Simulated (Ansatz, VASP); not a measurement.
**One calculation of HfO2, two programs**

INCAR

```
PREC = Accurate ; ENCUT = 600
EDIFF = 1E-7 ; ISMEAR = -1
SIGMA = 0.02 ; LREAL = False
LASPH = True ; NELM = 120
ALGO = Normal ; ISIF = 3
LWAVE = False ; LCHARG = False
GGA = PE ; IBRION = 2
NSW = 80 ; EDIFFG = -0.01
GGA_COMPAT = False ; NELMIN = 4
```

KPOINTS

```
Automatic mesh
0
Gamma
  10 10 10
```

Contents of POSCAR:

```
HfO2
1.0
    0.0000000000      2.5575000000      2.5575000000
    2.5575000000      0.0000000000      2.5575000000
    2.5575000000      2.5575000000      0.0000000000
Hf O
1 2
Direct
    0.0000000000      0.0000000000      0.0000000000
    0.2500000000      0.2500000000      0.2500000000
    0.7500000000      0.7500000000      0.7500000000
```

Input for Ansatz:

```yaml
crystal:
  lattice:
    - [0.0, 2.5575, 2.5575]
    - [2.5575, 0.0, 2.5575]
    - [2.5575, 2.5575, 0.0]
  atoms:
    - { symbol: Hf, position: [0.0, 0.0, 0.0] }
    - { symbol: O, position: [0.25, 0.25, 0.25] }
    - { symbol: O, position: [0.75, 0.75, 0.75] }
  symmetry: { tolerance: 0.0003 }
hamiltonian:
  xc: pbe
  pseudopotentials: { kind: paw, azcp: { folder: soft_1 } }
basis:
  ecutwfc: 420
magnetization:
  spin_polarized: false
scf:
  occupations: { method: fermi_dirac, width: 0.02 }
kpoints:
  mp_grid: { grid: [10, 10, 10], shift: [0, 0, 0] }
output:
  forces: true
  stress: true
  eigenvalues: true
relax:
  max_steps: 60
  cell: {}
```

Alike in both runs: task relaxation of cell and atoms; functional PBE; k mesh 10 × 10 × 10; occupations fermi-dirac, width 0.02 eV; no spin polarisation.

|  | VASP | Ansatz |
| --- | --- | --- |
| version | VASP 6.6.1 | Ansatz 0.2.0 |
| potentials or method | VASP PAW PBE potentials, release 64 (Hf_pv, O), cutoff 600 eV | PAW plane waves |
| valence electrons in the cell | 22 | 38 |

|  | VASP | Ansatz | Ansatz less VASP |
| --- | --- | --- | --- |
| gap on the k mesh at the Fermi level, each at its own relaxed structure (eV) | 3.80 | 3.75 | -0.055 |
| relaxed volume (Å³/atom) | 10.87 | 11.04 | +0.176 |
| relaxed length of the cell vector where the two differ most in proportion (Å) | 3.586 | 3.605 | +0.0193 |

VASP's potentials hold 22 valence electrons a cell and Ansatz's 38, so a difference there can come from the potentials and not from the codes.

Neither program's run includes spin-orbit coupling.
